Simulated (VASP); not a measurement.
# PtSe2 (P-3m1) in VASP: electric field gradients with PBE

Aim: the electric field gradients of PtSe2 with PBE.

Program: VASP 6.6.1. These are calculated values, not measurements. Logs are shortened: lines on timing, memory, paths and dates and some standing lists are left out, and cuts for length are marked.

### 1 The cell of the first run

The structure is trigonal, space group P-3m1 (No. 164). The conventional cell has a = 3.728 Å, b = 3.728 Å, c = 5.031 Å, α = 90.00°, β = 90.00°, γ = 120.00°. Within 3.3 Å of Pt (site symmetry -3m) lie 6 Se at 2.51 Å. Se (site symmetry 3m) has 3 Pt at 2.51 Å and 3 Se at 3.27 Å within 3.3 Å.

### 2 Electric field gradients, PBE

Contents of INCAR:

```
  PREC = Accurate
  ENCUT = 520
  EDIFF = 1E-8
  ISMEAR = -1
  SIGMA = 0.02
  LREAL = F
  LASPH = T
  NELM = 80
  ALGO = Normal
  ISIF = 2
  LWAVE = F
  LCHARG = F
  GGA = PE
  LEFG = T
  NBANDS = 18
```

Contents of KPOINTS:

```
Automatic mesh
0
Gamma
  13 13 9
```

Contents of POSCAR:

```
PtSe2
1.0
    3.7278000000      0.0000000000      0.0000000000
   -1.8639000000      3.2283695002      0.0000000000
    0.0000000000      0.0000000000      5.0313000000
Pt Se
1 2
Direct
    0.0000000000      0.0000000000      0.0000000000
    0.3333333333      0.6666666667      0.2550000000
    0.6666666667      0.3333333333      0.7450000000
```

Potentials or basis: VASP PAW PBE potentials, release 64 (Pt, Se).

Command:

```
> cat potpaw_PBE.64/Pt/POTCAR potpaw_PBE.64/Se/POTCAR > POTCAR
> mpirun -np 1 vasp_std > vasp.out
```

OUTCAR:

```text
PREC = Accurate
   ENCUT = 520
   EDIFF = 1E-8
   ISMEAR = -1
   LREAL = F
   LASPH = T
   NELM = 80
   ISIF = 2
   GGA = PE

 ion  position               nearest neighbor table
   1  0.000  0.000  0.000-   2 2.51   3 2.51   2 2.51   3 2.51   3 2.51   2 2.51
   2  0.333  0.667  0.255-   1 2.51   1 2.51   1 2.51
   3  0.667  0.333  0.745-   1 2.51   1 2.51   1 2.51

  LATTYP: Found a hexagonal cell.
 ALAT       =     3.7278000000
 C/A-ratio  =     1.3496700467

  Lattice vectors:

 A1 = (   3.7278000000,   0.0000000000,   0.0000000000)
 A2 = (  -1.8639000000,   3.2283695002,   0.0000000000)
 A3 = (   0.0000000000,   0.0000000000,   5.0313000000)

Analysis of symmetry for initial positions (statically):
=====================================================================
 Subroutine PRICEL returns:
 Original cell was already a primitive cell.

 Routine SETGRP: Setting up the symmetry group for a
 hexagonal supercell.

 Subroutine GETGRP returns: Found 12 space group operations
 (whereof 12 operations were pure point group operations)
 out of a pool of 24 trial point group operations.

The static configuration has the point symmetry D_3d.

Analysis of symmetry for dynamics (positions and initial velocities):
=====================================================================
 Subroutine PRICEL returns:
 Original cell was already a primitive cell.

 Routine SETGRP: Setting up the symmetry group for a
 hexagonal supercell.

 Subroutine GETGRP returns: Found 12 space group operations
 (whereof 12 operations were pure point group operations)
 out of a pool of 24 trial point group operations.

The dynamic configuration has the point symmetry D_3d.

 Subroutine INISYM returns: Found 12 space group operations
 (whereof 12 operations are pure point group operations),
 and found     1 'primitive' translations

----------------------------------------------------------------------------------------

                                     Primitive cell

  volume of cell :      60.5503

  direct lattice vectors                    reciprocal lattice vectors
     3.727800000  0.000000000  0.000000000     0.268254735  0.154876943  0.000000000
    -1.863900000  3.228369500  0.000000000     0.000000000  0.309753887  0.000000000
     0.000000000  0.000000000  5.031300000     0.000000000  0.000000000  0.198755789

  length of vectors
     3.727800000  3.727800000  5.031300000     0.309753887  0.309753887  0.198755789

  position of ions in fractional coordinates (direct lattice)
     0.000000000  0.000000000  0.000000000
     0.333333333  0.666666667  0.255000000
     0.666666667  0.333333333  0.745000000

  ion indices of the primitive-cell ions
   primitive index   ion index
                 1           1
                 2           2
                 3           3

----------------------------------------------------------------------------------------

 KPOINTS: Automatic mesh

Automatic generation of k-mesh.
 Grid dimensions read from file:
 generate k-points for:   13   13    9

 Generating k-lattice:

  Cartesian coordinates                     Fractional coordinates (reciprocal lattice)
     0.020634980  0.011913611  0.000000000     0.076923077  0.000000000  0.000000000
     0.000000000  0.023827222  0.000000000     0.000000000  0.076923077  0.000000000
     0.000000000  0.000000000  0.022083977     0.000000000  0.000000000  0.111111111

  Length of vectors
     0.023827222  0.023827222  0.022083977

  Shift w.r.t. Gamma in fractional coordinates (k-lattice)
     0.000000000  0.000000000  0.000000000

 Subroutine IBZKPT returns following result:
 ===========================================

 Found    161 irreducible k-points:

 Following reciprocal coordinates:
            Coordinates               Weight
  0.000000  0.000000  0.000000      1.000000
  0.076923  0.000000  0.000000      6.000000
  0.153846  0.000000  0.000000      6.000000
  0.230769 -0.000000  0.000000      6.000000
  0.307692  0.000000  0.000000      6.000000
  0.384615 -0.000000  0.000000      6.000000
[... 16 lines left out ...]
  0.076923  0.000000  0.111111      6.000000
  0.000000  0.076923  0.111111      6.000000
 [... further k-points ...]
   k-points           NKPTS =    161   k-points in BZ     NKDIM =    161   number of bands    NBANDS=     18
   number of dos      NEDOS =    301   number of ions     NIONS =      3
   total plane-waves  NPLWV =  31360
   dimension x,y,z NGX =    28 NGY =   28 NGZ =   40
   dimension x,y,z NGXF=    56 NGYF=   56 NGZF=   80
   ions per type =               1   2
   NGX,Y,Z   is equivalent  to a cutoff of  12.49, 12.49, 13.22 a.u.
   NGXF,Y,Z  is equivalent  to a cutoff of  24.97, 24.97, 26.43 a.u.
 SYSTEM =  unknown system
   PREC   = accura    normal or accurate (medium, high low for compatibility)
   ISTART =      0    job   : 0-new  1-cont  2-samecut
   ICHARG =      2    charge: 1-file 2-atom 10-const
   ISPIN  =      1    spin polarized calculation?
   LNONCOLLINEAR =      F non collinear calculations
   LSORBIT =      F    spin-orbit coupling
   LASPH  =      T    aspherical Exc in radial PAW
   ENCUT  =  520.0 eV  38.22 Ry    6.18 a.u.   6.93  6.93  9.35*2*pi/ulx,y,z
   NELM   =     80;   NELMIN=  2; NELMDL= -5     # of ELM steps
   EDIFF  = 0.1E-07   stopping-criterion for ELM
   LREAL  =      F    real-space projection
   EDIFFG = 0.1E-06   stopping-criterion for IOM
   NSW    =      0    number of steps for IOM
   IBRION =     -1    ionic relax: 0-MD 1-quasi-New 2-CG
   NFREE  =      0    steps in history (QN), initial steepest desc. (CG)
   ISIF   =      2    stress and relaxation
   ISYM   =      2    0-nonsym 1-usesym 2-fastsym
   POTIM  = 0.5000    time-step for ionic-motion
   TEBEG  =    0.0;   TEEND  =   0.0 temperature during run
   PSTRESS=    0.0 pullay stress
   NELECT =      22.0000    total number of electrons
   NUPDOWN=      -1.0000    fix difference up-down
   EMIN   =  10.00;   EMAX   =-10.00  energy-range for DOS
   EFERMI =   0.00;   METHOD = LEGACY
   ISMEAR =    -1;   SIGMA  =   0.02  broadening in eV -4-tet -1-fermi 0-gaus
   EFERMI_NEDOS =   21; number of points for ismear=-14 and -15
   IALGO  =     38    algorithm
   IMIX   =      4    mixing-type and parameters
     AMIX     =   0.40;   BMIX     =  1.00
     AMIX_MAG =   1.60;   BMIX_MAG =  1.00
  volume/ion in A,a.u.               =      20.18       136.20
  Fermi-wavevector in a.u.,A,eV,Ry     =   1.168182  2.207543 18.567168  1.364648
  Thomas-Fermi vector in A             =   2.304672
   LORBIT       =      0    0 simple, 1 ext, 2 COOP (PROOUT), +10 PAW based schemes
   GGA     = PE    functional components
   LHFCALC =     F    Hartree Fock is set to
   AEXX    =    0.0000 exact exchange contribution
   IVDW    =     0    specifies the selected vdW correction
   LEPSILON=     F    determine dielectric tensor
   LRPA    =     F    only Hartree local field effects (RPA)
 non-spin polarized calculation
  energy-cutoff  :      520.00
  volume of cell :       60.55
 maximum number of plane-waves:      1645
   NGX = 13   NGY = 13   NGZ = 19

 number of electron      22.0000000 magnetization

 Free energy of the ion-electron system (eV)
  ---------------------------------------------------
  ext. energy  EPLUGINS =         0.00000000
  ---------------------------------------------------
  free energy    TOTEN  =       -14.20192970 eV

  energy without entropy =      -14.20072182  energy(sigma->0) =      -14.20132576

 E-fermi :   6.5789     XC(G=0): -10.6755

 val. band max:        6.5777385192   @ k =  -0.0769   0.3846   0.2222
 cond. band min:       6.5814223671   @ k =   0.0000   0.3077   0.2222
 fundamental gap:      0.0036838479
 Fermi energy:         6.5788738763

 k-point     1 :       0.0000    0.0000    0.0000
  band No.  band energies     occupation
      1      -9.1068      2.00000
      2      -6.2804      2.00000
      3      -0.6346      2.00000
      4       0.1883      2.00000
      5       0.1883      2.00000
      6       2.6001      2.00000
[... 10 lines left out ...]
     17      13.8698      0.00000
     18      18.4481      0.00000
[... 463 lines left out ...]
 k-point    24 :       0.0000    0.0769    0.1111
  band No.  band energies     occupation
      1      -8.9919      2.00000
      2      -6.4278      2.00000
      3      -0.4165      2.00000
      4       0.2243      2.00000
      5       0.2825      2.00000
      6       2.4926      2.00000
[... 10 lines left out ...]
     17      14.2623      0.00000
     18      16.5755      0.00000

 [... further k-points ...]
[... 5 lines left out ...]
  --------------------------------------------------------------------------------------
  -------------------------------------------------------------------------------------
  Total        2.5282712      2.5282712      1.7637424     -0.0000000      0.0000000      0.0000000
  in kB       66.8987792     66.8987792     46.6691266     -0.0000000      0.0000000      0.0000000
  external PRESSURE =      60.1555616 kB  Pullay stress =       0.0000000 kB

 VOLUME and BASIS-vectors are now :
 -----------------------------------------------------------------------------
  energy-cutoff  :      520.00
  volume of cell :       60.55
      direct lattice vectors                 reciprocal lattice vectors
     3.727800000  0.000000000  0.000000000     0.268254735  0.154876943  0.000000000
    -1.863900000  3.228369500  0.000000000     0.000000000  0.309753887  0.000000000
     0.000000000  0.000000000  5.031300000     0.000000000  0.000000000  0.198755789

 POSITION                                       TOTAL-FORCE (eV/Angst)
 -----------------------------------------------------------------------------------
      0.00000      0.00000      0.00000        -0.000000      0.000000      0.000000
     -0.00000      2.15225      1.28298        -0.000000      0.000000      0.322550
      1.86390      1.07612      3.74832         0.000000     -0.000000     -0.322550
 -----------------------------------------------------------------------------------
    total drift:                               -0.000000     -0.000000     -0.000000

  FREE ENERGIE OF THE ION-ELECTRON SYSTEM (eV)
  ---------------------------------------------------
  free  energy   TOTEN  =       -14.2019297026 eV

  energy  without entropy=      -14.2007218244  energy(sigma->0) =      -14.20132576

 Electric field gradients (V/A^2)
---------------------------------------------------------------------
 ion       V_xx      V_yy      V_zz      V_xy      V_xz      V_yz
---------------------------------------------------------------------
   1     -67.442   -67.443   134.885    -0.000    -0.000     0.000
   2      20.956    20.956   -41.913    -0.000     0.000    -0.000
   3      20.956    20.956   -41.913    -0.000     0.000    -0.000
---------------------------------------------------------------------

 Electric field gradients after diagonalization (V/A^2)
 (convention: |V_zz| > |V_xx| > |V_yy|)
----------------------------------------------------------------------
 ion       V_xx      V_yy      V_zz     asymmetry (V_yy - V_xx)/ V_zz
----------------------------------------------------------------------
   1     -67.443   -67.442   134.885       0.000
   2      20.957    20.956   -41.913       0.000
   3      20.957    20.956   -41.913       0.000
----------------------------------------------------------------------

           NMR quadrupolar parameters

 Cq : quadrupolar parameter    Cq=e*Q*V_zz/h
 eta: asymmetry parameters     (V_yy - V_xx)/ V_zz
 Q  : nuclear electric quadrupole moment in mb (millibarn)
----------------------------------------------------------------------
 ion       Cq(MHz)       eta       Q (mb)
----------------------------------------------------------------------
   1       0.326       0.000       1.000
   2      -0.101       0.000       1.000
   3      -0.101       0.000       1.000
----------------------------------------------------------------------
```

Wall time 6.5 min (1 thread of AMD EPYC 7R13, shared host); peak memory 0.28 GiB.

Results:

- Free energy: -14.2019 eV
- Pressure: 6.0 GPa
- Largest force: 0.323 eV/Å
- Band gap on the k mesh: zero (band 11 reaches 7.06 eV, above the bottom of band 12 at 6.50 eV)

Forces on the atoms (eV/Å):
```
Pt   0.000  0.000  0.000
Se   0.000  0.000  0.323
Se   0.000  0.000 -0.323
```

Stress tensor (GPa, compression positive):
```
6.69 0.00 0.00
0.00 6.69 0.00
0.00 0.00 4.67
```

Electric field gradients, principal values (V/Å²):
```csv
atom,least,middle,greatest (by size)
1 Pt,-67.442,-67.443,134.885
2 Se,20.956,20.957,-41.913
3 Se,20.956,20.957,-41.913
```

Caveat: without QUAD_EFG the Cq values of the log hold for a quadrupole moment of 1 mb, not for the nuclei; spin-orbit coupling is left out, which moves the levels of the heavy elements.
